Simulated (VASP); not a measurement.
# In2As3 (P-3m1) in VASP: single point with PBE

Aim: the single point of In2As3 with PBE.

Program: VASP 6.6.1. These are calculated values, not measurements. Logs are shortened: lines on timing, memory, paths and dates and some standing lists are left out, and cuts for length are marked.

## 1. The cell of the first run

It takes space group P-3m1 (No. 164, trigonal). The conventional cell has a = 4.488 Å, b = 4.488 Å, c = 8.300 Å, α = 90.00°, β = 90.00°, γ = 120.00°. In (site symmetry 3m) has 7 As at 2.76 to 3.87 Å and 3 In at 3.71 Å within 3.9 Å. As (site symmetry -3m) has 6 In at 2.91 Å within 3.8 Å. Within 3.4 Å of As (site symmetry 3m) lie 3 As at 2.59 Å and 1 In at 2.76 Å.

## 2. Single point, PBE

POSCAR reads:

```
In2As3
1.0
    4.4884326999      0.0000000000      0.0000000000
   -2.2442163500      3.8870967413      0.0000000000
    0.0000000000      0.0000000000      8.3000300831
In As
2 3
Direct
    0.3333333333      0.6666666667      0.1602001926
    0.6666666667      0.3333333333      0.8397998074
    0.0000000000      0.0000000000      0.0000000000
    0.3333333333      0.6666666667      0.4926910482
    0.6666666667      0.3333333333      0.5073089518
```

INCAR.step1 reads:

```
SYSTEM = In2As3
PREC = Accurate
ENCUT = 520
EDIFF = 1E-6
ISMEAR = 0
SIGMA = 0.1
LREAL = .FALSE.
LASPH = .TRUE.
NELM = 60
ALGO = Normal
ISIF = 2
LWAVE = .FALSE.
LCHARG = .TRUE.
GGA = PE
NBANDS = 28
```

KPOINTS.step1 reads:

```
Automatic mesh
0
G
  12 12 6
  0 0 0
```

INCAR.step2 reads:

```
SYSTEM = In2As3
PREC = Accurate
ENCUT = 520
EDIFF = 1E-6
ISMEAR = -5
SIGMA = 0.1
LREAL = .FALSE.
LASPH = .TRUE.
NELM = 60
ALGO = Normal
ISIF = 2
LWAVE = .FALSE.
LCHARG = .FALSE.
GGA = PE
LORBIT = 11
NBANDS = 28
NEDOS = 2001
ICHARG = 11
```

KPOINTS.step2 reads:

```
Automatic mesh
0
G
  18 18 9
  0 0 0
```

Potentials or basis: VASP PAW PBE potentials, release 64 (In_d, As).

Command:

```bash
$ cat potpaw_PBE.64/In_d/POTCAR potpaw_PBE.64/As/POTCAR > POTCAR
$ cp INCAR.step1 INCAR
$ cp KPOINTS.step1 KPOINTS
$ mpirun -np 1 vasp_std > vasp.out
$ cp INCAR.step2 INCAR
$ cp KPOINTS.step2 KPOINTS
$ mpirun -np 1 vasp_std > vasp.out
```

OUTCAR:

```text
SYSTEM = In2As3
   PREC = Accurate
   ENCUT = 520
   EDIFF = 1E-6
   ISMEAR = -5
   LREAL = .FALSE.
   LASPH = .TRUE.
   NELM = 60
   ISIF = 2
   GGA = PE
   LORBIT = 11
   ICHARG = 11

 ion  position               nearest neighbor table
   1  0.333  0.667  0.160-   4 2.76   3 2.91   3 2.91   3 2.91   2 3.71   2 3.71   2 3.71
   2  0.667  0.333  0.840-   5 2.76   3 2.91   3 2.91   3 2.91   1 3.71   1 3.71   1 3.71
   3  0.000  0.000  0.000-   1 2.91   2 2.91   2 2.91   1 2.91   2 2.91   1 2.91
   4  0.333  0.667  0.493-   5 2.59   5 2.59   5 2.59   1 2.76
   5  0.667  0.333  0.507-   4 2.59   4 2.59   4 2.59   2 2.76

  LATTYP: Found a hexagonal cell.
 ALAT       =     4.4884326999
 C/A-ratio  =     1.8492045304

  Lattice vectors:

 A1 = (   4.4884326999,   0.0000000000,   0.0000000000)
 A2 = (  -2.2442163500,   3.8870967413,   0.0000000000)
 A3 = (   0.0000000000,   0.0000000000,   8.3000300831)

Analysis of symmetry for initial positions (statically):
=====================================================================
 Subroutine PRICEL returns:
 Original cell was already a primitive cell.

 Routine SETGRP: Setting up the symmetry group for a
 hexagonal supercell.

 Subroutine GETGRP returns: Found 12 space group operations
 (whereof 12 operations were pure point group operations)
 out of a pool of 24 trial point group operations.

The static configuration has the point symmetry D_3d.

Analysis of symmetry for dynamics (positions and initial velocities):
=====================================================================
 Subroutine PRICEL returns:
 Original cell was already a primitive cell.

 Routine SETGRP: Setting up the symmetry group for a
 hexagonal supercell.

 Subroutine GETGRP returns: Found 12 space group operations
 (whereof 12 operations were pure point group operations)
 out of a pool of 24 trial point group operations.

The dynamic configuration has the point symmetry D_3d.

 Subroutine INISYM returns: Found 12 space group operations
 (whereof 12 operations are pure point group operations),
 and found     1 'primitive' translations

----------------------------------------------------------------------------------------

                                     Primitive cell

  volume of cell :     144.8104

  direct lattice vectors                    reciprocal lattice vectors
     4.488432700  0.000000000  0.000000000     0.222794919  0.128630706  0.000000000
    -2.244216350  3.887096741  0.000000000     0.000000000  0.257261413  0.000000000
     0.000000000  0.000000000  8.300030083     0.000000000  0.000000000  0.120481491

  length of vectors
     4.488432700  4.488432700  8.300030083     0.257261413  0.257261413  0.120481491

  position of ions in fractional coordinates (direct lattice)
     0.333333333  0.666666667  0.160200193
     0.666666667  0.333333333  0.839799807
     0.000000000  0.000000000  0.000000000
     0.333333333  0.666666667  0.492691048
     0.666666667  0.333333333  0.507308952

  ion indices of the primitive-cell ions
   primitive index   ion index
                 1           1
                 2           2
                 3           3
                 4           4
                 5           5

----------------------------------------------------------------------------------------

 KPOINTS: Automatic mesh

Automatic generation of k-mesh.
 Grid dimensions read from file:
 generate k-points for:   18   18    9

 Generating k-lattice:

  Cartesian coordinates                     Fractional coordinates (reciprocal lattice)
     0.012377496  0.007146150  0.000000000     0.055555556  0.000000000  0.000000000
     0.000000000  0.014292301  0.000000000     0.000000000  0.055555556  0.000000000
     0.000000000  0.000000000  0.013386832     0.000000000  0.000000000  0.111111111

  Length of vectors
     0.014292301  0.014292301  0.013386832

  Shift w.r.t. Gamma in fractional coordinates (k-lattice)
     0.000000000  0.000000000  0.000000000

 TETIRR: Found   4263 inequivalent tetrahedra from    17496

 Subroutine IBZKPT returns following result:
 ===========================================

 Found    293 irreducible k-points:

 Following reciprocal coordinates:
            Coordinates               Weight
  0.000000  0.000000  0.000000      1.000000
  0.055556  0.000000  0.000000      6.000000
  0.111111  0.000000  0.000000      6.000000
  0.166667  0.000000  0.000000      6.000000
  0.222222  0.000000  0.000000      6.000000
  0.277778  0.000000  0.000000      6.000000
[... 16 lines left out ...]
  0.333333  0.111111  0.000000     12.000000
  0.388889  0.111111  0.000000     12.000000
 [... further k-points ...]
   k-points           NKPTS =    293   k-points in BZ     NKDIM =    293   number of bands    NBANDS=     28
   number of dos      NEDOS =   2001   number of ions     NIONS =      5
   total plane-waves  NPLWV =  82944
   dimension x,y,z NGX =    36 NGY =   36 NGZ =   64
   dimension x,y,z NGXF=    72 NGYF=   72 NGZF=  128
   ions per type =               2   3
   NGX,Y,Z   is equivalent  to a cutoff of  13.33, 13.33, 12.82 a.u.
   NGXF,Y,Z  is equivalent  to a cutoff of  26.67, 26.67, 25.64 a.u.
 SYSTEM =  In2As3
   PREC   = accura    normal or accurate (medium, high low for compatibility)
   ISTART =      0    job   : 0-new  1-cont  2-samecut
   ICHARG =     11    charge: 1-file 2-atom 10-const
   ISPIN  =      1    spin polarized calculation?
   LNONCOLLINEAR =      F non collinear calculations
   LSORBIT =      F    spin-orbit coupling
   LASPH  =      T    aspherical Exc in radial PAW
   ENCUT  =  520.0 eV  38.22 Ry    6.18 a.u.   8.35  8.35 15.43*2*pi/ulx,y,z
   NELM   =     60;   NELMIN=  2; NELMDL=  0     # of ELM steps
   EDIFF  = 0.1E-05   stopping-criterion for ELM
   LREAL  =      F    real-space projection
   EDIFFG = 0.1E-04   stopping-criterion for IOM
   NSW    =      0    number of steps for IOM
   IBRION =     -1    ionic relax: 0-MD 1-quasi-New 2-CG
   NFREE  =      0    steps in history (QN), initial steepest desc. (CG)
   ISIF   =      2    stress and relaxation
   ISYM   =      2    0-nonsym 1-usesym 2-fastsym
   POTIM  = 0.5000    time-step for ionic-motion
   TEBEG  =    0.0;   TEEND  =   0.0 temperature during run
   PSTRESS=    0.0 pullay stress
   NELECT =      41.0000    total number of electrons
   NUPDOWN=      -1.0000    fix difference up-down
   EMIN   =  10.00;   EMAX   =-10.00  energy-range for DOS
   EFERMI =   0.00;   METHOD = LEGACY
   ISMEAR =    -5;   SIGMA  =   0.10  broadening in eV -4-tet -1-fermi 0-gaus
   EFERMI_NEDOS =   21; number of points for ismear=-14 and -15
   IALGO  =     38    algorithm
   IMIX   =      4    mixing-type and parameters
     AMIX     =   0.40;   BMIX     =  1.00
     AMIX_MAG =   1.60;   BMIX_MAG =  1.00
  volume/ion in A,a.u.               =      28.96       195.45
  Fermi-wavevector in a.u.,A,eV,Ry     =   1.074986  2.031429 15.722828  1.155595
  Thomas-Fermi vector in A             =   2.210830
   LORBIT       =     11    0 simple, 1 ext, 2 COOP (PROOUT), +10 PAW based schemes
   GGA     = PE    functional components
   LHFCALC =     F    Hartree Fock is set to
   AEXX    =    0.0000 exact exchange contribution
   IVDW    =     0    specifies the selected vdW correction
   LEPSILON=     F    determine dielectric tensor
   LRPA    =     F    only Hartree local field effects (RPA)
 non-spin polarized calculation
 Fermi weights with tetrahedron method with Bloechl corrections
  energy-cutoff  :      520.00
  volume of cell :      144.81
 maximum number of plane-waves:      3937
 NGX is ok and might be reduce to    36

 number of electron      41.0000003 magnetization

 Free energy of the ion-electron system (eV)
  ---------------------------------------------------
  ext. energy  EPLUGINS =         0.00000000
  ---------------------------------------------------
  free energy    TOTEN  =       -18.85452300 eV

  energy without entropy =      -18.85452300  energy(sigma->0) =      -18.85452300

 E-fermi :   4.3060     XC(G=0):  -8.9154

 val. band max:        4.3258593003   @ k =  -0.1667   0.4444   0.4444
 cond. band min:       4.2386044656   @ k =   0.3333   0.3333   0.3333
 fundamental gap:     -0.0872548347
 Fermi energy:         4.3060499661

 k-point     1 :       0.0000    0.0000    0.0000
  band No.  band energies     occupation
      1     -10.3997      2.00000
      2     -10.3797      2.00000
      3     -10.3797      2.00000
      4     -10.3758      2.00000
      5     -10.3522      2.00000
      6     -10.3522      2.00000
[... 20 lines left out ...]
     27       6.7323      0.00000
     28       9.1628      0.00000

 k-point     2 :       0.0556    0.0000    0.0000
  band No.  band energies     occupation
      1     -10.4008      2.00000
      2     -10.3797      2.00000
      3     -10.3789      2.00000
      4     -10.3757      2.00000
      5     -10.3518      2.00000
      6     -10.3513      2.00000
[... 20 lines left out ...]
     27       7.3083      0.00000
     28       9.0972      0.00000

 k-point     3 :       0.1111    0.0000    0.0000
  band No.  band energies     occupation
      1     -10.4050      2.00000
      2     -10.3788      2.00000
      3     -10.3765      2.00000
      4     -10.3753      2.00000
      5     -10.3506      2.00000
      6     -10.3488      2.00000
[... 616 lines left out ...]
      3     -10.3645      2.00000
      4     -10.3601      2.00000
      5     -10.3362      2.00000
      6     -10.3324      2.00000
[... 20 lines left out ...]
     27       8.8312      0.00000
     28       9.1646      0.00000

 k-point    24 :       0.3889    0.1111    0.0000
  band No.  band energies     occupation
      1     -10.4660      2.00000
      2     -10.3707      2.00000
      3     -10.3634      2.00000
      4     -10.3597      2.00000
      5     -10.3331      2.00000
      6     -10.3317      2.00000
[... 20 lines left out ...]
     27       8.7172      0.00000
     28       9.4818      0.00000

 [... further k-points ...]

------------------------ aborting loop because EDIFF is reached ----------------------------------------

  FORCE on cell =-STRESS in cart. coord.  units (eV):
  Direction    XX          YY          ZZ          XY          YZ          ZX
  --------------------------------------------------------------------------------------
  -------------------------------------------------------------------------------------
  Total       -0.1629368     -0.1629368     -0.3590960      0.0000000      0.0000000      0.0000000
  in kB       -1.8027273     -1.8027273     -3.9730263      0.0000000      0.0000000      0.0000000
  external PRESSURE =      -2.5261603 kB  Pullay stress =       0.0000000 kB

 VOLUME and BASIS-vectors are now :
 -----------------------------------------------------------------------------
  energy-cutoff  :      520.00
  volume of cell :      144.81
      direct lattice vectors                 reciprocal lattice vectors
     4.488432700  0.000000000  0.000000000     0.222794919  0.128630706  0.000000000
    -2.244216350  3.887096741  0.000000000     0.000000000  0.257261413  0.000000000
     0.000000000  0.000000000  8.300030083     0.000000000  0.000000000  0.120481491

 POSITION                                       TOTAL-FORCE (eV/Angst)
 -----------------------------------------------------------------------------------
     -0.00000      2.59140      1.32967         0.000000     -0.000000      0.028552
      2.24422      1.29570      6.97036        -0.000000      0.000000     -0.028552
      0.00000      0.00000      0.00000         0.000000      0.000000      0.000000
     -0.00000      2.59140      4.08935         0.000000      0.000000      0.024269
      2.24422      1.29570      4.21068         0.000000      0.000000     -0.024269
 -----------------------------------------------------------------------------------
    total drift:                               -0.000000      0.000000      0.000000

  FREE ENERGIE OF THE ION-ELECTRON SYSTEM (eV)
  ---------------------------------------------------
  free  energy   TOTEN  =       -18.8545229971 eV

  energy  without entropy=      -18.8545229971  energy(sigma->0) =      -18.85452300

 total charge

# of ion       s       p       d       tot
------------------------------------------
    1        0.970   0.467   9.864  11.301
    2        0.970   0.467   9.864  11.301
    3        1.258   1.414   0.023   2.695
    4        1.316   1.352   0.037   2.705
    5        1.316   1.352   0.037   2.705
--------------------------------------------------
tot          5.831   5.051  19.823  30.706
```

Wall time 11 min (1 thread of AMD EPYC 9R45 (Zen 5), shared host); peak memory 0.99 GiB.

Results:

```yaml
Valence_electrons_inside_the_program's_atomic_spheres: In 11.30; As 2.69, 2.71 (each value once)
```

Levels at points of the mesh, in eV from the Fermi level:
```
           k point  band 17  band 18  band 19  band 20  band 21  band 22  band 23  band 24  band 25  band 26
(0.00, 0.00, 0.00)    -3.22    -2.31    -1.33    -1.33     0.36     1.17     1.17     2.29     2.29     2.39
(0.50, 0.00, 0.00)    -3.25    -2.35    -2.03    -1.29    -1.25     1.77     2.11     2.46     3.69     3.79
```

Caveat: spin-orbit coupling is left out, which moves the levels of the heavy elements; an odd number of electrons without spin polarisation forces a metal; a magnetic or distorted state may lie lower.
